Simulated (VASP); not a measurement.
# Co (Fd-3m) in VASP: further runs

Runs on Co. Level: r2SCAN. Tasks: single point.

Program: VASP 6.6.1. These are calculated values, not measurements. Logs are shortened: lines on timing, memory, paths and dates and some standing lists are left out, and cuts for length are marked.

### 1 The cell of the first run

The structure is cubic, space group Fd-3m (No. 227). The conventional cell has a = 4.788 Å, b = 4.788 Å, c = 4.788 Å, α = 90.00°, β = 90.00°, γ = 90.00°. Within 2.7 Å of Co (site symmetry -43m) lie 4 Co at 2.07 Å.

This isn't the form of Co at room conditions, which is hcp.

### 2 Single point, r2SCAN (13.72 Å³/atom)

Contents of POSCAR:

```
Co
1.0
    0.0000000000      2.3939351692      2.3939351692
    2.3939351692      0.0000000000      2.3939351692
    2.3939351692      2.3939351692      0.0000000000
Co
2
Direct
    0.1250000000      0.1250000000      0.1250000000
    0.8750000000      0.8750000000      0.8750000000
```

Contents of INCAR.step1:

```
SYSTEM = Co
  PREC = Accurate
  ENCUT = 520
  ISMEAR = -1
  SIGMA = 0.1
  LREAL = .FALSE.
  LASPH = .TRUE.
  NELM = 80
  NBANDS = 16
  GGA = PE
  ALGO = Normal
  EDIFF = 1E-4
  LWAVE = .TRUE.
  LCHARG = .FALSE.
```

Contents of INCAR.step2:

```
SYSTEM = Co
  PREC = Accurate
  ENCUT = 520
  EDIFF = 1E-6
  ISMEAR = -1
  SIGMA = 0.1
  LREAL = .FALSE.
  LASPH = .TRUE.
  NELM = 80
  ALGO = Normal
  ISIF = 2
  LWAVE = .FALSE.
  LCHARG = .FALSE.
  METAGGA = R2SCAN
  LMIXTAU = .TRUE.
  NBANDS = 16
  ISTART = 1
```

Contents of KPOINTS:

```
regular mesh
0
G
  13 13 13
  0 0 0
```

Potentials or basis: VASP PAW PBE potentials, release 64 (Co).

Launch:

```bash
cat potpaw_PBE.64/Co/POTCAR > POTCAR
cp INCAR.step1 INCAR
mpirun -np 1 vasp_std > vasp.out
cp INCAR.step2 INCAR
mpirun -np 1 vasp_std > vasp.out
```

OUTCAR:

```text
SYSTEM = Co
   PREC = Accurate
   ENCUT = 520
   EDIFF = 1E-6
   ISMEAR = -1
   LREAL = .FALSE.
   LASPH = .TRUE.
   NELM = 80
   ISIF = 2
   METAGGA = R2SCAN
   ISTART = 1

 ion  position               nearest neighbor table
   1  0.125  0.125  0.125-   2 2.07   2 2.07   2 2.07   2 2.07
   2  0.875  0.875  0.875-   1 2.07   1 2.07   1 2.07   1 2.07

  LATTYP: Found a face centered cubic cell.
 ALAT       =     4.7878703384

  Lattice vectors:

 A1 = (   0.0000000000,   2.3939351692,   2.3939351692)
 A2 = (   2.3939351692,   0.0000000000,   2.3939351692)
 A3 = (   2.3939351692,   2.3939351692,   0.0000000000)

Analysis of symmetry for initial positions (statically):
=====================================================================
 Subroutine PRICEL returns:
 Original cell was already a primitive cell.

 Routine SETGRP: Setting up the symmetry group for a
 face centered cubic supercell.

 Subroutine GETGRP returns: Found 48 space group operations
 (whereof 12 operations were pure point group operations)
 out of a pool of 48 trial point group operations.

The static configuration has the point symmetry D_3d.
 The point group associated with its full space group is O_h .

Analysis of symmetry for dynamics (positions and initial velocities):
=====================================================================
 Subroutine PRICEL returns:
 Original cell was already a primitive cell.

 Routine SETGRP: Setting up the symmetry group for a
 face centered cubic supercell.

 Subroutine GETGRP returns: Found 48 space group operations
 (whereof 12 operations were pure point group operations)
 out of a pool of 48 trial point group operations.

The dynamic configuration has the point symmetry D_3d.
 The point group associated with its full space group is O_h .

 Subroutine INISYM returns: Found 48 space group operations
 (whereof 12 operations are pure point group operations),
 and found     1 'primitive' translations

----------------------------------------------------------------------------------------

                                     Primitive cell

  volume of cell :      27.4389

  direct lattice vectors                    reciprocal lattice vectors
     0.000000000  2.393935169  2.393935169    -0.208861128  0.208861128  0.208861128
     2.393935169  0.000000000  2.393935169     0.208861128 -0.208861128  0.208861128
     2.393935169  2.393935169  0.000000000     0.208861128  0.208861128 -0.208861128

  length of vectors
     3.385535584  3.385535584  3.385535584     0.361758086  0.361758086  0.361758086

  position of ions in fractional coordinates (direct lattice)
     0.125000000  0.125000000  0.125000000
     0.875000000  0.875000000  0.875000000

  ion indices of the primitive-cell ions
   primitive index   ion index
                 1           1
                 2           2

----------------------------------------------------------------------------------------

 KPOINTS: regular mesh

Automatic generation of k-mesh.
 Grid dimensions read from file:
 generate k-points for:   13   13   13

 Generating k-lattice:

  Cartesian coordinates                     Fractional coordinates (reciprocal lattice)
    -0.016066241  0.016066241  0.016066241     0.076923077  0.000000000  0.000000000
     0.016066241 -0.016066241  0.016066241     0.000000000  0.076923077  0.000000000
     0.016066241  0.016066241 -0.016066241     0.000000000  0.000000000  0.076923077

  Length of vectors
     0.027827545  0.027827545  0.027827545

  Shift w.r.t. Gamma in fractional coordinates (k-lattice)
     0.000000000  0.000000000  0.000000000

 Subroutine IBZKPT returns following result:
 ===========================================

 Found     84 irreducible k-points:

 Following reciprocal coordinates:
            Coordinates               Weight
  0.000000  0.000000  0.000000      1.000000
  0.076923  0.000000  0.000000      8.000000
  0.153846  0.000000  0.000000      8.000000
  0.230769  0.000000  0.000000      8.000000
  0.307692  0.000000  0.000000      8.000000
  0.384615  0.000000  0.000000      8.000000
[... 16 lines left out ...]
  0.384615  0.153846  0.000000     24.000000
  0.461538  0.153846  0.000000     24.000000
 [... further k-points ...]
   k-points           NKPTS =     84   k-points in BZ     NKDIM =     84   number of bands    NBANDS=     16
   number of dos      NEDOS =    301   number of ions     NIONS =      2
   total plane-waves  NPLWV =  21952
   dimension x,y,z NGX =    28 NGY =   28 NGZ =   28
   dimension x,y,z NGXF=    56 NGYF=   56 NGZF=   56
   ions per type =               2
   NGX,Y,Z   is equivalent  to a cutoff of  13.75, 13.75, 13.75 a.u.
   NGXF,Y,Z  is equivalent  to a cutoff of  27.50, 27.50, 27.50 a.u.
 SYSTEM =  Co
   PREC   = accura    normal or accurate (medium, high low for compatibility)
   ISTART =      1    job   : 0-new  1-cont  2-samecut
   ICHARG =      0    charge: 1-file 2-atom 10-const
   ISPIN  =      1    spin polarized calculation?
   LNONCOLLINEAR =      F non collinear calculations
   LSORBIT =      F    spin-orbit coupling
   LASPH  =      T    aspherical Exc in radial PAW
   ENCUT  =  520.0 eV  38.22 Ry    6.18 a.u.   6.29  6.29  6.29*2*pi/ulx,y,z
   NELM   =     80;   NELMIN=  2; NELMDL=  0     # of ELM steps
   EDIFF  = 0.1E-05   stopping-criterion for ELM
   LREAL  =      F    real-space projection
   EDIFFG = 0.1E-04   stopping-criterion for IOM
   NSW    =      0    number of steps for IOM
   IBRION =     -1    ionic relax: 0-MD 1-quasi-New 2-CG
   NFREE  =      0    steps in history (QN), initial steepest desc. (CG)
   ISIF   =      2    stress and relaxation
   ISYM   =      2    0-nonsym 1-usesym 2-fastsym
   POTIM  = 0.5000    time-step for ionic-motion
   TEBEG  =    0.0;   TEEND  =   0.0 temperature during run
   PSTRESS=    0.0 pullay stress
   NELECT =      18.0000    total number of electrons
   NUPDOWN=      -1.0000    fix difference up-down
   EMIN   =  10.00;   EMAX   =-10.00  energy-range for DOS
   EFERMI =   0.00;   METHOD = LEGACY
   ISMEAR =    -1;   SIGMA  =   0.10  broadening in eV -4-tet -1-fermi 0-gaus
   EFERMI_NEDOS =   21; number of points for ismear=-14 and -15
   IALGO  =     38    algorithm
   IMIX   =      4    mixing-type and parameters
     AMIX     =   0.40;   BMIX     =  1.00
     AMIX_MAG =   1.60;   BMIX_MAG =  1.00
  volume/ion in A,a.u.               =      13.72        92.58
  Fermi-wavevector in a.u.,A,eV,Ry     =   1.422471  2.688080 27.530334  2.023422
  Thomas-Fermi vector in A             =   2.543171
   LORBIT       =      0    0 simple, 1 ext, 2 COOP (PROOUT), +10 PAW based schemes
   METAGGA = R2SCAN    functional components
   LHFCALC =     F    Hartree Fock is set to
   AEXX    =    0.0000 exact exchange contribution
   IVDW    =     0    specifies the selected vdW correction
   LEPSILON=     F    determine dielectric tensor
   LRPA    =     F    only Hartree local field effects (RPA)
 non-spin polarized calculation
  energy-cutoff  :      520.00
  volume of cell :       27.44
 maximum number of plane-waves:       751
 NGX is ok and might be reduce to    28
   NGX = 13   NGY = 13   NGZ = 13

 number of electron      18.0000008 magnetization

 Free energy of the ion-electron system (eV)
  ---------------------------------------------------
  ext. energy  EPLUGINS =         0.00000000
  ---------------------------------------------------
  free energy    TOTEN  =       -23.15376938 eV

  energy without entropy =      -23.02906299  energy(sigma->0) =      -23.09141619

 E-fermi :   7.1893     XC(G=0): -12.6027

 val. band max:        7.1858998681   @ k =   0.2308   0.1538   0.0000
 cond. band min:       7.1974637703   @ k =   0.4615   0.3077   0.0000
 fundamental gap:      0.0115639022
 Fermi energy:         7.1892647689

 k-point     1 :       0.0000    0.0000    0.0000
  band No.  band energies     occupation
      1      -0.4006      2.00000
      2       3.6553      2.00000
      3       3.6553      2.00000
      4       3.8801      2.00000
      5       3.8801      2.00000
      6       3.8801      2.00000
[... 8 lines left out ...]
     15      22.0145      0.00000
     16      22.0145      0.00000

 k-point     2 :       0.0769    0.0000    0.0000
  band No.  band energies     occupation
      1      -0.2713      2.00000
      2       3.5762      2.00000
      3       3.5762      2.00000
      4       3.8887      2.00000
      5       3.9915      2.00000
      6       3.9915      2.00000
[... 8 lines left out ...]
     15      22.9692      0.00000
     16      23.0956      0.00000

 k-point     3 :       0.1538    0.0000    0.0000
  band No.  band energies     occupation
      1       0.1094      2.00000
      2       3.4887      2.00000
      3       3.4887      2.00000
      4       3.9204      2.00000
      5       4.1570      2.00000
      6       4.1570      2.00000
[... 8 lines left out ...]
     15      22.5030      0.00000
     16      24.2741      0.00000

 k-point     4 :       0.2308    0.0000    0.0000
  band No.  band energies     occupation
      1       0.7156      2.00000
      2       3.4605      2.00000
      3       3.4605      2.00000
      4       3.9877      2.00000
      5       4.2591      2.00000
      6       4.2591      2.00000
[... 8 lines left out ...]
     15      21.9046      0.00000
     16      23.7312      0.00000

 k-point     5 :       0.3077    0.0000    0.0000
  band No.  band energies     occupation
      1       1.4912      2.00000
      2       3.5006      2.00000
      3       3.5006      2.00000
      4       4.0820      2.00000
      5       4.2444      2.00000
      6       4.2444      2.00000
[... 8 lines left out ...]
     15      21.4057      0.00000
     16      22.8991      0.00000

 k-point     6 :       0.3846    0.0000    0.0000
  band No.  band energies     occupation
      1       2.3227      2.00000
      2       3.6047      2.00000
      3       3.6047      2.00000
      4       4.0804      2.00000
      5       4.1238      2.00000
      6       4.1238      2.00000
[... 8 lines left out ...]
     15      21.0621      0.00000
     16      22.3194      0.00000

 k-point     7 :       0.4615    0.0000    0.0000
  band No.  band energies     occupation
      1       3.0053      2.00000
      2       3.7574      2.00000
      3       3.7574      2.00000
      4       3.8442      2.00000
      5       3.9498      2.00000
      6       3.9498      2.00000
[... 8 lines left out ...]
     15      20.8892      0.00000
     16      22.0258      0.00000

 k-point     8 :       0.0769    0.0769    0.0000
  band No.  band energies     occupation
      1      -0.2280      2.00000
      2       3.4546      2.00000
      3       3.7130      2.00000
      4       3.8941      2.00000
      5       3.8941      2.00000
      6       4.0947      2.00000
[... 8 lines left out ...]
     15      21.4568      0.00000
     16      23.8850      0.00000

 k-point     9 :       0.1538    0.0769    0.0000
  band No.  band energies     occupation
      1       0.0694      2.00000
      2       3.3396      2.00000
      3       3.6847      2.00000
      4       3.9147      2.00000
      5       4.0115      2.00000
      6       4.2551      2.00000
[... 8 lines left out ...]
     15      22.0374      0.00000
     16      22.5478      0.00000
[... 172 lines left out ...]
 k-point    19 :      -0.0769    0.0769    0.0000
  band No.  band energies     occupation
      1      -0.0580      2.00000
      2       3.4316      2.00000
      3       3.6109      2.00000
      4       3.9046      2.00000
      5       4.0238      2.00000
      6       4.1667      2.00000
[... 8 lines left out ...]
     15      22.3462      0.00000
     16      23.1502      0.00000

 k-point    20 :       0.1538    0.1538    0.0000
  band No.  band energies     occupation
      1       0.2818      2.00000
      2       3.1992      2.00000
      3       3.8824      2.00000
      4       3.9265      2.00000
      5       3.9265      2.00000
      6       4.3945      2.00000
[... 8 lines left out ...]
     15      20.5890      0.00000
     16      21.1579      0.00000

 k-point    21 :       0.2308    0.1538    0.0000
  band No.  band energies     occupation
      1       0.7321      2.00000
      2       3.1085      2.00000
      3       3.8672      2.00000
      4       3.9494      2.00000
      5       4.0664      2.00000
      6       4.5427      2.00000
[... 8 lines left out ...]
     15      20.1555      0.00000
     16      21.0655      0.00000

 k-point    22 :       0.3077    0.1538    0.0000
  band No.  band energies     occupation
      1       1.3802      2.00000
      2       3.0826      2.00000
      3       3.8800      2.00000
      4       3.9850      2.00000
      5       4.1355      2.00000
      6       4.6258      2.00000
[... 8 lines left out ...]
     15      19.7800      0.00000
     16      22.4279      0.00000

 k-point    23 :       0.3846    0.1538    0.0000
  band No.  band energies     occupation
      1       2.1374      2.00000
      2       3.1156      2.00000
      3       3.9229      2.00000
      4       4.0115      2.00000
      5       4.1120      2.00000
      6       4.5814      2.00000
[... 8 lines left out ...]
     15      19.5969      0.00000
     16      24.0204      0.00000

 k-point    24 :       0.4615    0.1538    0.0000
  band No.  band energies     occupation
      1       2.8391      2.00000
      2       3.1763      2.00000
      3       3.8643      2.00000
      4       3.9566      2.00000
      5       4.1512      2.00000
      6       4.5127      2.00000
[... 8 lines left out ...]
     15      19.5687      0.00000
     16      24.6340      0.00000

 [... further k-points ...]

------------------------ aborting loop because EDIFF is reached ----------------------------------------

  FORCE on cell =-STRESS in cart. coord.  units (eV):
  Direction    XX          YY          ZZ          XY          YZ          ZX
  --------------------------------------------------------------------------------------
  -------------------------------------------------------------------------------------
  Total        1.0230784      1.0230784      1.0230784      0.0000000      0.0000000      0.0000000
  in kB       59.7382315     59.7382315     59.7382315      0.0000000      0.0000000      0.0000000
  external PRESSURE =      59.7382315 kB  Pullay stress =       0.0000000 kB

 VOLUME and BASIS-vectors are now :
 -----------------------------------------------------------------------------
  energy-cutoff  :      520.00
  volume of cell :       27.44
      direct lattice vectors                 reciprocal lattice vectors
     0.000000000  2.393935169  2.393935169    -0.208861128  0.208861128  0.208861128
     2.393935169  0.000000000  2.393935169     0.208861128 -0.208861128  0.208861128
     2.393935169  2.393935169  0.000000000     0.208861128  0.208861128 -0.208861128

 POSITION                                       TOTAL-FORCE (eV/Angst)
 -----------------------------------------------------------------------------------
      0.59848      0.59848      0.59848         0.000000      0.000000      0.000000
      4.18939      4.18939      4.18939        -0.000000     -0.000000     -0.000000
 -----------------------------------------------------------------------------------
    total drift:                                0.000000      0.000000     -0.000000

  FREE ENERGIE OF THE ION-ELECTRON SYSTEM (eV)
  ---------------------------------------------------
  free  energy   TOTEN  =       -23.1537693812 eV

  energy  without entropy=      -23.0290629891  energy(sigma->0) =      -23.09141619
```

Wall time 89 s (1 thread of AMD EPYC 9R45 (Zen 5), shared host); peak memory 0.15 GiB.

Results:

- Free energy: -23.1538 eV
- Pressure: 6.0 GPa
- Band gap on the k mesh: zero (bands 9 and 10 overlap by 0.94 eV)

Caveat: the cell stands under pressure; the PAW data sets were made with another functional, which shifts forces and pressure a little; the run has no spin polarisation, though such a crystal can be magnetic. Spin polarisation is off, so any magnetic state and its effect on volume and gap are missing.

(Part 1 of 2 ends here.)
